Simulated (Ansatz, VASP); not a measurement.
**Two plane-wave programs on Si**

The input INCAR:

```
ALGO = Normal ; EDIFF = 1E-6
EDIFFG = -0.01 ; ENCUT = 600
GGA = RP ; IBRION = 2
ISIF = 3 ; ISMEAR = -1
IVDW = 13 ; LASPH = T
LCHARG = F ; LREAL = F
LWAVE = F ; NELM = 100
NSW = 60 ; PREC = Accurate
SIGMA = 0.05
```

Contents of KPOINTS:

```
k-points
0
Gamma
  11 11 11
```

File POSCAR:

```
Si
1.0
   -2.3713723045      2.3713723045      1.3292653899
    2.3713723045     -2.3713723045      1.3292653899
    2.3713723045      2.3713723045     -1.3292653899
Si
2
Direct
    0.5000000000      0.5000000000      0.0000000000
    0.2500000000      0.7500000000      0.5000000000
```

File input.yaml:

```yaml
crystal:
  lattice:
    - [-2.3713723045, 2.3713723045, 1.3292653899]
    - [2.3713723045, -2.3713723045, 1.3292653899]
    - [2.3713723045, 2.3713723045, -1.3292653899]
  atoms:
    - { symbol: Si, position: [0.5, 0.5, 0.0] }
    - { symbol: Si, position: [0.25, 0.75, 0.5] }
hamiltonian:
  xc: rpbe
  pseudopotentials: { kind: paw }
  dispersion: d4
kpoints:
  mp_grid: { grid: [11, 11, 11] }
scf:
  occupations: { method: fermi_dirac, width: 0.05 }
output:
  forces: true
  stress: true
  eigenvalues: true
relax:
  f_tol: 0.01
  max_steps: 40
  cell: { stress_tol: 0.05 }
```

Alike in both runs: task relaxation of cell and atoms; functional RPBE; dispersion D4; k mesh 11 × 11 × 11; occupations fermi-dirac, width 0.05 eV; no spin polarisation.

```csv
,VASP,Ansatz
version,VASP 6.6.1,Ansatz 0.2.0
potentials or method,"VASP PAW PBE potentials, release 64 (Si)",Ansatz PAW
plane-wave cutoff (eV),600,420
valence electrons in the cell,8,8
```

VASP gave:

```
gap on the k mesh at the Fermi level, each at its own relaxed structure (eV) : none
relaxed volume (Å³/atom)                                                     : 14.32
relaxed length of the cell vector where the two differ most in proportion (Å)              : 3.588
```

**Question.** Estimate Ansatz's values.

**Answer.** gap on the k mesh at the Fermi level, each at its own relaxed structure (eV): none; relaxed volume (Å³/atom): 14.37; relaxed length of the cell vector where the two differ most in proportion (Å): 3.592.

VASP's potentials were made for PBE, not for RPBE. A gap of «none» marks a metal or a gap that the smearing closes.

Noted on Ansatz's run: the plane-wave basis is chosen anew once the cell has moved, so the energies of steps on either side of that aren't comparable.
